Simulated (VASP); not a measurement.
Set up this calculation in VASP 6.6.1, as the native input.

| Quantity | Value |
| --- | --- |
| Task | single point |
| Functional | PBE |
| Potentials or basis | VASP PAW PBE potentials, release 64 (Pb_d, S) |
| Cutoff | 520 eV |
| k mesh | 10 × 10 × 10 |
| Occupations | gaussian, width 0.05 eV |
| Spin | no spin polarisation |
| Dipole correction | no |
| Further INCAR settings | ALGO = Normal; EDIFF = 1e-06; NBANDS = 17 |

The structure of PbS lies in POSCAR:

```
PbS
1.0
    0.0000000000      2.9843665134      2.9843665134
    2.9843665134      0.0000000000      2.9843665134
    2.9843665134      2.9843665134      0.0000000000
Pb S
1 1
Direct
    0.5000000000      0.5000000000      0.5000000000
    0.0000000000      0.0000000000      0.0000000000
```

This cell differs from its parent crystal: volume scaled by 0.980.

These files were run (other wordings do the same):

INCAR

```
SYSTEM = PbS
PREC     = Accurate       ! precision mode
ENCUT    = 520            ! plane-wave cutoff, eV
EDIFF    = 1E-6           ! SCF threshold, eV
ISMEAR   = 0              ! smearing method
SIGMA    = 0.05           ! smearing width, eV
LREAL    = .FALSE.        ! projectors in reciprocal space
LASPH    = .TRUE.         ! aspherical terms in the spheres
NELM     = 80             ! most SCF steps
ALGO     = Normal         ! electronic algorithm
ISIF     = 2              ! what is computed and relaxed
LWAVE    = .FALSE.        ! write WAVECAR
LCHARG   = .FALSE.        ! write CHGCAR
GGA      = PE             ! functional
NBANDS   = 17             ! bands
```

KPOINTS

```
regular mesh
0
G
  10 10 10
  0 0 0
```

Potentials or basis: VASP PAW PBE potentials, release 64 (Pb_d, S).

Command:

```console
$ cat potpaw_PBE.64/Pb_d/POTCAR potpaw_PBE.64/S/POTCAR > POTCAR
$ mpirun -np 1 vasp_std > vasp.out
```

Results of the run:

```yaml
Pressure: 1.0 GPa
Band_gap_on_the_k_mesh: 0.43 eV, direct
```

Caveat: spin-orbit coupling is left out, which moves the levels of the heavy elements.

It took 18 s on 1 thread of AMD EPYC 9R45 96-Core Processor (Zen 5), with other jobs on the host, peak memory 0.16 GiB.
